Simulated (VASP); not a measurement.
# CaC2 (I4/mmm) in VASP: a series of runs

Runs on CaC2. Level: LDA. Tasks: single point.

All numbers are computed with VASP 6.6.1; they aren't measurements. Logs are shortened: lines on timing, memory, paths and dates and some standing lists are left out, and cuts for length are marked.

### Step 1. The cell of the first run

It takes space group I4/mmm (No. 139, tetragonal). The conventional cell has a = 3.946 Å, b = 3.946 Å, c = 6.121 Å, α = 90.00°, β = 90.00°, γ = 90.00°. Ca (site symmetry 4/mmm) has 10 C at 2.45 to 2.86 Å within 3.2 Å. Within 1.6 Å of C (site symmetry 4mm) lie 1 C at 1.22 Å.

### Step 2. Single point, LDA (strain +0.050 along x and y, -0.025 along z)

Input file INCAR:

```
PREC     = Accurate       # precision mode
ENCUT    = 600            # plane-wave cutoff, eV
EDIFF    = 1E-6           # SCF threshold, eV
ISMEAR   = 0              # smearing method
SIGMA    = 0.05           # smearing width, eV
LREAL    = False          # projectors in reciprocal space
LASPH    = True           # aspherical terms in the spheres
NELM     = 120            # most SCF steps
ALGO     = Normal         # electronic algorithm
ISIF     = 2              # what is computed and relaxed
LWAVE    = False          # write WAVECAR
LCHARG   = True           # write CHGCAR
GGA      = CA             # functional
LELF     = True           # ELF
LVHAR    = True         
NBANDS   = 16             # bands
GGA_COMPAT= False
```

Input file KPOINTS:

```
Automatic mesh
0
Gamma
  10 10 10
```

Input file POSCAR:

```
CaC2
1.0
   -1.9728680447      1.9728680447      3.0603403613
    1.9728680447     -1.9728680447      3.0603403613
    1.9728680447      1.9728680447     -3.0603403613
Ca C
1 2
Direct
    0.0000000000      0.0000000000      0.0000000000
    0.5996770466      0.5996770466      0.0000000000
    0.4003229534      0.4003229534      0.0000000000
```

Potentials or basis: VASP PAW LDA potentials, release 64 (Ca_sv, C).

On the command line:

```sh
> cat potpaw_LDA.64/Ca_sv/POTCAR potpaw_LDA.64/C/POTCAR > POTCAR
> mpirun -np 1 vasp_std > vasp.out
```

OUTCAR:

```text
PREC = Accurate
   ENCUT = 600
   EDIFF = 1E-6
   ISMEAR = 0
   LREAL = False
   LASPH = True
   NELM = 120
   ISIF = 2
   GGA = CA

 ion  position               nearest neighbor table
   1  0.000  0.000  0.000-   2 2.45   3 2.45
   2  0.600  0.600  0.000-   3 1.22   1 2.45
   3  0.400  0.400  0.000-   2 1.22   1 2.45

  LATTYP: Found a body centered tetragonal cell.
 ALAT       =     3.9457360894
 C/A-ratio  =     1.5512139139

  Lattice vectors:

 A1 = (  -1.9728680447,   1.9728680447,   3.0603403613)
 A2 = (   1.9728680447,  -1.9728680447,   3.0603403613)
 A3 = (   1.9728680447,   1.9728680447,  -3.0603403613)

Analysis of symmetry for initial positions (statically):
=====================================================================
 Subroutine PRICEL returns:
 Original cell was already a primitive cell.

 Routine SETGRP: Setting up the symmetry group for a
 body centered tetragonal supercell.

 Subroutine GETGRP returns: Found 16 space group operations
 (whereof 16 operations were pure point group operations)
 out of a pool of 16 trial point group operations.

The static configuration has the point symmetry D_4h.

Analysis of symmetry for dynamics (positions and initial velocities):
=====================================================================
 Subroutine PRICEL returns:
 Original cell was already a primitive cell.

 Routine SETGRP: Setting up the symmetry group for a
 body centered tetragonal supercell.

 Subroutine GETGRP returns: Found 16 space group operations
 (whereof 16 operations were pure point group operations)
 out of a pool of 16 trial point group operations.

The dynamic configuration has the point symmetry D_4h.

 Subroutine INISYM returns: Found 16 space group operations
 (whereof 16 operations are pure point group operations),
 and found     1 'primitive' translations

----------------------------------------------------------------------------------------

                                     Primitive cell

  volume of cell :      47.6459

  direct lattice vectors                    reciprocal lattice vectors
    -1.972868045  1.972868045  3.060340361     0.000000000  0.253438136  0.163380520
     1.972868045 -1.972868045  3.060340361     0.253438136  0.000000000  0.163380520
     1.972868045  1.972868045 -3.060340361     0.253438136  0.253438136  0.000000000

  length of vectors
     4.141267894  4.141267894  4.141267894     0.301536205  0.301536205  0.358415649

  position of ions in fractional coordinates (direct lattice)
     0.000000000  0.000000000  0.000000000
     0.599677047  0.599677047  0.000000000
     0.400322953  0.400322953  0.000000000

  ion indices of the primitive-cell ions
   primitive index   ion index
                 1           1
                 2           2
                 3           3

----------------------------------------------------------------------------------------

 KPOINTS: Automatic mesh

Automatic generation of k-mesh.
 Grid dimensions read from file:
 generate k-points for:   10   10   10

 Generating k-lattice:

  Cartesian coordinates                     Fractional coordinates (reciprocal lattice)
     0.000000000  0.025343814  0.016338052     0.100000000  0.000000000 -0.000000000
     0.025343814  0.000000000  0.016338052     0.000000000  0.100000000 -0.000000000
     0.025343814  0.025343814  0.000000000     0.000000000  0.000000000  0.100000000

  Length of vectors
     0.030153621  0.030153621  0.035841565

  Shift w.r.t. Gamma in fractional coordinates (k-lattice)
     0.000000000  0.000000000  0.000000000

 Subroutine IBZKPT returns following result:
 ===========================================

 Found    102 irreducible k-points:

 Following reciprocal coordinates:
            Coordinates               Weight
  0.000000  0.000000  0.000000      1.000000
  0.100000  0.000000  0.000000      8.000000
  0.200000  0.000000  0.000000      8.000000
  0.300000  0.000000  0.000000      8.000000
  0.400000  0.000000 -0.000000      8.000000
  0.500000  0.000000  0.000000      4.000000
[... 16 lines left out ...]
  0.300000  0.300000  0.000000      8.000000
  0.400000  0.300000 -0.000000     16.000000
 [... further k-points ...]
   k-points           NKPTS =    102   k-points in BZ     NKDIM =    102   number of bands    NBANDS=     16
   number of dos      NEDOS =    301   number of ions     NIONS =      3
   total plane-waves  NPLWV =  46656
   dimension x,y,z NGX =    36 NGY =   36 NGZ =   36
   dimension x,y,z NGXF=    72 NGYF=   72 NGZF=   72
   ions per type =               1   2
   NGX,Y,Z   is equivalent  to a cutoff of  14.45, 14.45, 14.45 a.u.
   NGXF,Y,Z  is equivalent  to a cutoff of  28.90, 28.90, 28.90 a.u.
 SYSTEM =  unknown system
   PREC   = accura    normal or accurate (medium, high low for compatibility)
   ISTART =      0    job   : 0-new  1-cont  2-samecut
   ICHARG =      2    charge: 1-file 2-atom 10-const
   ISPIN  =      1    spin polarized calculation?
   LNONCOLLINEAR =      F non collinear calculations
   LSORBIT =      F    spin-orbit coupling
   LASPH  =      T    aspherical Exc in radial PAW
   ENCUT  =  600.0 eV  44.10 Ry    6.64 a.u.   8.27  8.27  8.27*2*pi/ulx,y,z
   NELM   =    120;   NELMIN=  2; NELMDL= -5     # of ELM steps
   EDIFF  = 0.1E-05   stopping-criterion for ELM
   LREAL  =      F    real-space projection
   EDIFFG = 0.1E-04   stopping-criterion for IOM
   NSW    =      0    number of steps for IOM
   IBRION =     -1    ionic relax: 0-MD 1-quasi-New 2-CG
   NFREE  =      0    steps in history (QN), initial steepest desc. (CG)
   ISIF   =      2    stress and relaxation
   ISYM   =      2    0-nonsym 1-usesym 2-fastsym
   POTIM  = 0.5000    time-step for ionic-motion
   TEBEG  =    0.0;   TEEND  =   0.0 temperature during run
   PSTRESS=    0.0 pullay stress
   NELECT =      18.0000    total number of electrons
   NUPDOWN=      -1.0000    fix difference up-down
   EMIN   =  10.00;   EMAX   =-10.00  energy-range for DOS
   EFERMI =   0.00;   METHOD = LEGACY
   ISMEAR =     0;   SIGMA  =   0.05  broadening in eV -4-tet -1-fermi 0-gaus
   EFERMI_NEDOS =   21; number of points for ismear=-14 and -15
   IALGO  =     38    algorithm
   IMIX   =      4    mixing-type and parameters
     AMIX     =   0.40;   BMIX     =  1.00
     AMIX_MAG =   1.60;   BMIX_MAG =  1.00
  volume/ion in A,a.u.               =      15.88       107.18
  Fermi-wavevector in a.u.,A,eV,Ry     =   1.183469  2.236433 19.056320  1.400600
  Thomas-Fermi vector in A             =   2.319703
   LORBIT       =      0    0 simple, 1 ext, 2 COOP (PROOUT), +10 PAW based schemes
   GGA     = CA    functional components
   LHFCALC =     F    Hartree Fock is set to
   AEXX    =    0.0000 exact exchange contribution
   IVDW    =     0    specifies the selected vdW correction
   LEPSILON=     F    determine dielectric tensor
   LRPA    =     F    only Hartree local field effects (RPA)
 non-spin polarized calculation
 Gauss-broadening in eV      SIGMA  =   0.05
  energy-cutoff  :      600.00
  volume of cell :       47.65
 maximum number of plane-waves:      1607
 NGX is ok and might be reduce to    36
   NGX = 17   NGY = 17   NGZ = 17

 number of electron      18.0000001 magnetization

 Free energy of the ion-electron system (eV)
  ---------------------------------------------------
  ext. energy  EPLUGINS =         0.00000000
  ---------------------------------------------------
  free energy    TOTEN  =       -22.04839458 eV

  energy without entropy =      -22.04839458  energy(sigma->0) =      -22.04839458

 E-fermi :   1.3947     XC(G=0):  -9.8005

 val. band max:        1.0844425695   @ k =  -0.3000  -0.3000   0.3000
 cond. band min:       2.5150741622   @ k =   0.5000   0.5000   0.0000
 fundamental gap:      1.4306315927
 Fermi energy:         1.3947086124

 k-point     1 :       0.0000    0.0000    0.0000
  band No.  band energies     occupation
      1     -37.0541      2.00000
      2     -18.3828      2.00000
      3     -18.3828      2.00000
      4     -18.2470      2.00000
      5     -11.5378      2.00000
      6      -1.4914      2.00000
[... 8 lines left out ...]
     15      10.8459      0.00000
     16      10.8459      0.00000

 k-point     2 :       0.1000    0.0000    0.0000
  band No.  band energies     occupation
      1     -37.0531      2.00000
      2     -18.3961      2.00000
      3     -18.3832      2.00000
      4     -18.2526      2.00000
      5     -11.4973      2.00000
      6      -1.7108      2.00000
[... 8 lines left out ...]
     15      10.5901      0.00000
     16      10.6958      0.00000

 k-point     3 :       0.2000    0.0000    0.0000
  band No.  band energies     occupation
      1     -37.0503      2.00000
      2     -18.4326      2.00000
      3     -18.3844      2.00000
      4     -18.2651      2.00000
      5     -11.3907      2.00000
      6      -2.1271      2.00000
[... 8 lines left out ...]
     15       9.9295      0.00000
     16      10.2356      0.00000

 k-point     4 :       0.3000    0.0000    0.0000
  band No.  band energies     occupation
      1     -37.0469      2.00000
      2     -18.4794      2.00000
      3     -18.3858      2.00000
      4     -18.2776      2.00000
      5     -11.2570      2.00000
      6      -2.5317      2.00000
[... 8 lines left out ...]
     15       9.1186      0.00000
     16       9.4811      0.00000

 k-point     5 :       0.4000    0.0000   -0.0000
  band No.  band energies     occupation
      1     -37.0441      2.00000
      2     -18.5176      2.00000
      3     -18.3869      2.00000
      4     -18.2863      2.00000
      5     -11.1470      2.00000
      6      -2.8213      2.00000
[... 8 lines left out ...]
     15       8.8388      0.00000
     16       8.9218      0.00000

 k-point     6 :       0.5000    0.0000    0.0000
  band No.  band energies     occupation
      1     -37.0430      2.00000
      2     -18.5323      2.00000
      3     -18.3873      2.00000
      4     -18.2895      2.00000
      5     -11.1045      2.00000
      6      -2.9266      2.00000
[... 8 lines left out ...]
     15       9.0441      0.00000
     16       9.3229      0.00000
[... 267 lines left out ...]
 k-point    21 :      -0.3000    0.2000   -0.0000
  band No.  band energies     occupation
      1     -37.0457      2.00000
      2     -18.4673      2.00000
      3     -18.4103      2.00000
      4     -18.2730      2.00000
      5     -11.2796      2.00000
      6      -1.9317      2.00000
[... 8 lines left out ...]
     15       9.0975      0.00000
     16      10.7778      0.00000

 k-point    22 :      -0.2000    0.2000    0.0000
  band No.  band energies     occupation
      1     -37.0485      2.00000
      2     -18.4383      2.00000
      3     -18.4052      2.00000
      4     -18.2633      2.00000
      5     -11.3551      2.00000
      6      -1.7094      2.00000
[... 8 lines left out ...]
     15       9.4898      0.00000
     16      10.9133      0.00000

 k-point    23 :       0.3000    0.3000    0.0000
  band No.  band energies     occupation
      1     -37.0409      2.00000
      2     -18.4687      2.00000
      3     -18.4581      2.00000
      4     -18.3008      2.00000
      5     -11.1584      2.00000
      6      -2.5947      2.00000
[... 8 lines left out ...]
     15       9.1890      0.00000
     16       9.4113      0.00000

 k-point    24 :       0.4000    0.3000   -0.0000
  band No.  band energies     occupation
      1     -37.0396      2.00000
      2     -18.4885      2.00000
      3     -18.4506      2.00000
      4     -18.3020      2.00000
      5     -11.1598      2.00000
      6      -2.3575      2.00000
[... 8 lines left out ...]
     15       9.0789      0.00000
     16       9.6875      0.00000

 [... further k-points ...]

------------------------ aborting loop because EDIFF is reached ----------------------------------------

  FORCE on cell =-STRESS in cart. coord.  units (eV):
  Direction    XX          YY          ZZ          XY          YZ          ZX
  --------------------------------------------------------------------------------------
  -------------------------------------------------------------------------------------
  Total       -1.6119359     -1.6119359      4.7074661      0.0000000     -0.0000000      0.0000000
  in kB      -54.2041514    -54.2041514    158.2967436      0.0000000     -0.0000000      0.0000000
  external PRESSURE =      16.6294802 kB  Pullay stress =       0.0000000 kB

 VOLUME and BASIS-vectors are now :
 -----------------------------------------------------------------------------
  energy-cutoff  :      600.00
  volume of cell :       47.65
      direct lattice vectors                 reciprocal lattice vectors
    -1.972868045  1.972868045  3.060340361     0.000000000  0.253438136  0.163380520
     1.972868045 -1.972868045  3.060340361     0.253438136  0.000000000  0.163380520
     1.972868045  1.972868045 -3.060340361     0.253438136  0.253438136  0.000000000

 POSITION                                       TOTAL-FORCE (eV/Angst)
 -----------------------------------------------------------------------------------
      0.00000      0.00000      0.00000        -0.000000     -0.000000     -0.000000
      0.00000      0.00000      3.67043         0.000000      0.000000      2.682151
      0.00000      0.00000      2.45025         0.000000      0.000000     -2.682151
 -----------------------------------------------------------------------------------
    total drift:                                0.000000     -0.000000     -0.000000

  FREE ENERGIE OF THE ION-ELECTRON SYSTEM (eV)
  ---------------------------------------------------
  free  energy   TOTEN  =       -22.0483945803 eV

  energy  without entropy=      -22.0483945803  energy(sigma->0) =      -22.04839458
```

Run time: 2.8 min. Hardware: 1 thread of Intel Xeon 8259CL, shared host; peak memory 0.24 GiB.

What came out:

| Item | Value |
| --- | --- |
| Free energy | -22.0484 eV |
| Pressure | 1.7 GPa |
| Largest force | 2.682 eV/Å |
| Band gap on the k mesh | 1.43 eV (least direct gap 2.49 eV) |

Forces on the atoms (eV/Å):
```
Ca   0.000  0.000  0.000
C    0.000  0.000  2.682
C    0.000  0.000 -2.682
```

Levels at points of the mesh, in eV from the valence-band top:
| k point | band 6 | band 7 | band 8 | band 9 | band 10 | band 11 | band 12 | band 13 |
| --- | --- | --- | --- | --- | --- | --- | --- | --- |
| (0.00, 0.00, 0.00) | -2.58 | -1.67 | -0.88 | -0.88 | 3.25 | 3.25 | 4.69 | 5.02 |
| (0.50, 0.00, 0.00) | -4.01 | -2.08 | -1.72 | -0.56 | 5.18 | 6.20 | 6.20 | 6.39 |
| (0.50, 0.50, 0.00) | -2.64 | -2.53 | -1.38 | -1.06 | 1.43 | 6.52 | 6.68 | 7.30 |
| (0.50, 0.50, 0.50) | -3.95 | -1.58 | -1.58 | -0.08 | 3.29 | 5.95 | 6.51 | 7.14 |

Caveat: the cell differs from its parent crystal (strain +0.050 along x and y, -0.025 along z); forces of over 1 eV/Å act on the atoms, so gaps and moduli don't describe the material at rest. A k mesh can miss the band edges.

### Step 3. Single point, LDA (strain +0.025 along x and y, +0.050 along z)

Input file INCAR:

```
SYSTEM = CaC2
PREC     = Accurate       ! precision mode
ENCUT    = 600            ! plane-wave cutoff, eV
EDIFF    = 1E-6           ! SCF threshold, eV
ISMEAR   = 0              ! smearing method
SIGMA    = 0.05           ! smearing width, eV
LREAL    = .False.        ! projectors in reciprocal space
LASPH    = .True.         ! aspherical terms in the spheres
NELM     = 120            ! most SCF steps
ALGO     = Normal         ! electronic algorithm
ISIF     = 2              ! what is computed and relaxed
LWAVE    = .False.        ! write WAVECAR
LCHARG   = .True.         ! write CHGCAR
GGA      = CA             ! functional
LELF     = .True.         ! ELF
LVHAR    = .True.       
NBANDS   = 16             ! bands
GGA_COMPAT= .False.
```

Input file KPOINTS:

```
regular mesh
0
Gamma
  10 10 10
  0 0 0
```

Input file POSCAR:

```
CaC2
1.0
   -1.9258949960      1.9258949960      3.2957511584
    1.9258949960     -1.9258949960      3.2957511584
    1.9258949960      1.9258949960     -3.2957511584
Ca C
1 2
Direct
    0.0000000000      0.0000000000      0.0000000000
    0.5996770466      0.5996770466      0.0000000000
    0.4003229534      0.4003229534      0.0000000000
```

Potentials or basis: VASP PAW LDA potentials, release 64 (Ca_sv, C).

On the command line:

```sh
> cat potpaw_LDA.64/Ca_sv/POTCAR potpaw_LDA.64/C/POTCAR > POTCAR
> mpirun -np 1 vasp_std > vasp.out
```

OUTCAR:

```text
SYSTEM = CaC2
   PREC = Accurate
   ENCUT = 600
   EDIFF = 1E-6
   ISMEAR = 0
   LREAL = .False.
   LASPH = .True.
   NELM = 120
   ISIF = 2
   GGA = CA

 ion  position               nearest neighbor table
   1  0.000  0.000  0.000-
   2  0.600  0.600  0.000-   3 1.31
   3  0.400  0.400  0.000-   2 1.31

  LATTYP: Found a body centered tetragonal cell.
 ALAT       =     3.8517899920
 C/A-ratio  =     1.7112828920

[... 649 lines left out ...]

  FORCE on cell =-STRESS in cart. coord.  units (eV):
  Direction    XX          YY          ZZ          XY          YZ          ZX
  --------------------------------------------------------------------------------------
  -------------------------------------------------------------------------------------
  Total       -1.0862848     -1.0862848     -7.4111213      0.0000000     -0.0000000      0.0000000
  in kB      -35.5938267    -35.5938267   -242.8370166      0.0000000     -0.0000000      0.0000000
  external PRESSURE =    -104.6748900 kB  Pullay stress =       0.0000000 kB

 VOLUME and BASIS-vectors are now :
 -----------------------------------------------------------------------------
  energy-cutoff  :      600.00
  volume of cell :       48.90
      direct lattice vectors                 reciprocal lattice vectors
    -1.925894996  1.925894996  3.295751158     0.000000000  0.259619554  0.151710483
     1.925894996 -1.925894996  3.295751158     0.259619554  0.000000000  0.151710483
     1.925894996  1.925894996 -3.295751158     0.259619554  0.259619554  0.000000000

 POSITION                                       TOTAL-FORCE (eV/Angst)
 -----------------------------------------------------------------------------------
      0.00000      0.00000      0.00000        -0.000000     -0.000000      0.000000
      0.00000      0.00000      3.95277        -0.000000     -0.000000     -3.558772
      0.00000      0.00000      2.63873         0.000000      0.000000      3.558772
 -----------------------------------------------------------------------------------
    total drift:                                0.000000     -0.000000     -0.000000

  FREE ENERGIE OF THE ION-ELECTRON SYSTEM (eV)
  ---------------------------------------------------
  free  energy   TOTEN  =       -21.9808956395 eV

  energy  without entropy=      -21.9808956395  energy(sigma->0) =      -21.98089564
```

stdout:

```text
POSCAR found type information on POSCAR CaC
 POSCAR found :  2 types and       3 ions
 scaLAPACK will be used
 LDA part: xc-table for (Slater(with rela. corr.)+CA(PZ))
 , standard interpolation
 POSCAR, INCAR and KPOINTS ok, starting setup
 FFT: planning ... GRIDC
 FFT: planning ... GRID_SOFT
 FFT: planning ... GRID
 WAVECAR not read
 entering main loop
```

Run time: 2.6 min. Hardware: 1 thread of Intel Xeon 8259CL, shared host; peak memory 0.24 GiB.

Results:

```yaml
Free_energy: -21.9809 eV
Pressure: -10.5 GPa
Largest_force: 3.559 eV/Å
Band_gap_on_the_k_mesh: 0.91 eV (least direct gap 2.01 eV)
```

Forces in eV/Å, atoms in the order of the input:
```
Ca   0.000  0.000  0.000
C    0.000  0.000 -3.559
C    0.000  0.000  3.559
```

Stress tensor (GPa, compression positive):
```
 -3.56   0.00   0.00
  0.00  -3.56   0.00
  0.00   0.00 -24.28
```

Caveat: the cell differs from its parent crystal (strain +0.025 along x and y, +0.050 along z); the cell stands under tension; forces of over 1 eV/Å act on the atoms, so gaps and moduli don't describe the material at rest.
